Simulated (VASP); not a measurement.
Write the native input for VASP 6.6.1 that does the following.

* Task: single point
* Functional: PBEsol
* Potentials or basis: VASP PAW PBE potentials, release 64 (Au)
* Cutoff: 520 eV
* k mesh: 20 × 20 × 20
* Occupations: gaussian, width 0.15 eV
* Spin: no spin polarisation
* Dipole correction: no
* Further INCAR settings: ALGO = Normal; EDIFF = 1e-06; NBANDS = 12

The structure of Au lies in POSCAR:

```
Au
1.0
   -1.5246874800      1.5246874800      1.7898505200
    1.5246874800     -1.5246874800      1.7898505200
    1.5246874800      1.5246874800     -1.7898505200
Au
1
Direct
    0.0000000000      0.0000000000      0.0000000000
```

This cell differs from its parent crystal: strain -0.080 along x and y, +0.080 along z.

One way to write it, as run:

INCAR

```
PREC = Accurate
ENCUT = 520
EDIFF = 1E-6
ISMEAR = 0
SIGMA = 0.15
LREAL = False
LASPH = True
NELM = 100
ALGO = Normal
ISIF = 2
LWAVE = False
LCHARG = False
GGA = PS
NBANDS = 12
```

KPOINTS

```
regular mesh
0
Gamma
  20 20 20
```

Potentials or basis: VASP PAW PBE potentials, release 64 (Au).

Run with:

```sh
$ cat potpaw_PBE.64/Au/POTCAR > POTCAR
$ mpirun -np 1 vasp_std > vasp.out
```

It gave:

The pressure is 4.1 GPa.

Caveat: the cell differs from its parent crystal (strain -0.080 along x and y, +0.080 along z); the PAW data sets were made with another functional, which shifts forces and pressure a little.

Run time: 58 s on 1 thread of Intel(R) Xeon(R) Platinum 8259CL CPU @ 2.50GHz (Skylake/Cascade Lake), with other jobs on the host, peak memory 0.25 GiB.
